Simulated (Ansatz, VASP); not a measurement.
# Ge in VASP and in Ansatz

File INCAR:

```
SYSTEM = Ge
PREC     = Accurate       ! precision mode
ENCUT    = 520            ! plane-wave cutoff, eV
EDIFF    = 1E-6           ! SCF threshold, eV
ISMEAR   = -1             ! smearing method
SIGMA    = 0.1            ! smearing width, eV
LREAL    = .FALSE.        ! projectors in reciprocal space
LASPH    = .TRUE.         ! aspherical terms in the spheres
NELM     = 60             ! most SCF steps
ALGO     = Normal         ! electronic algorithm
ISIF     = 2              ! what is computed and relaxed
LWAVE    = .FALSE.        ! write WAVECAR
LCHARG   = .FALSE.        ! write CHGCAR
GGA      = CA             ! functional
NBANDS   = 21             ! bands
```

The input KPOINTS:

```
regular mesh
0
G
  18 18 18
  0 0 0
```

File POSCAR:

```
Ge
1.0
   -2.4588466219      2.4588466219      1.3475010524
    2.4588466219     -2.4588466219      1.3475010524
    2.4588466219      2.4588466219     -1.3475010524
Ge
2
Direct
    0.2500000000      0.7500000000      0.5000000000
    0.5000000000      0.5000000000      0.0000000000
```

Input for Ansatz:

```yaml
crystal:
  lattice:
    - [-2.4588466219, 2.4588466219, 1.3475010524]
    - [2.4588466219, -2.4588466219, 1.3475010524]
    - [2.4588466219, 2.4588466219, -1.3475010524]
  atoms:
    - { symbol: Ge, position: [0.25, 0.75, 0.5] }
    - { symbol: Ge, position: [0.5, 0.5, 0.0] }
basis:
  ecutwfc: 420
kpoints:
  mp_grid: { grid: [18, 18, 18] }
  band_path:
    path:
      - [[0.0, 0.0, 0.0], [0.0, 0.0, 0.5], [-0.5, 0.5, 0.5], [0.0, 0.0, 0.0], [0.32508192, 0.32508192, -0.32508192]]
      - [[-0.32508192, 0.67491808, 0.32508192], [-0.5, 0.5, 0.5]]
      - [[0.0, 0.0, 0.5], [0.25, 0.25, 0.25], [0.0, 0.5, 0.0], [0.0, 0.0, 0.0]]
    npoints: 12
hamiltonian:
  xc: lda
scf:
  occupations: { method: fermi_dirac, width: 0.1 }
  n_extra_bands: 6
output:
  forces: true
  stress: true
  eigenvalues: true
```

Alike in both runs: task single point; functional LDA; k mesh 18 × 18 × 18; occupations fermi-dirac, width 0.1 eV; no spin polarisation.

|  | VASP | Ansatz |
| --- | --- | --- |
| version | VASP 6.6.1 | Ansatz 0.2.0 |
| potentials or method | VASP PAW LDA potentials, release 64 (Ge_d), cutoff 520 eV | scalar-relativistic, plane waves, PAW |
| valence electrons in the cell | 28 | 28 |

VASP gave:

| Property | Result |
| --- | --- |
| gap on the k mesh at the Fermi level (eV) | none |
| pressure (GPa) | 9.9 |

Task: Estimate Ansatz's values.

Result: gap on the k mesh at the Fermi level (eV): none; pressure (GPa): 9.8.

LDA's correlation is that of Perdew and Zunger in VASP and of Perdew and Wang (1992) in Ansatz. A gap of «none» marks a metal or a gap that the smearing closes.
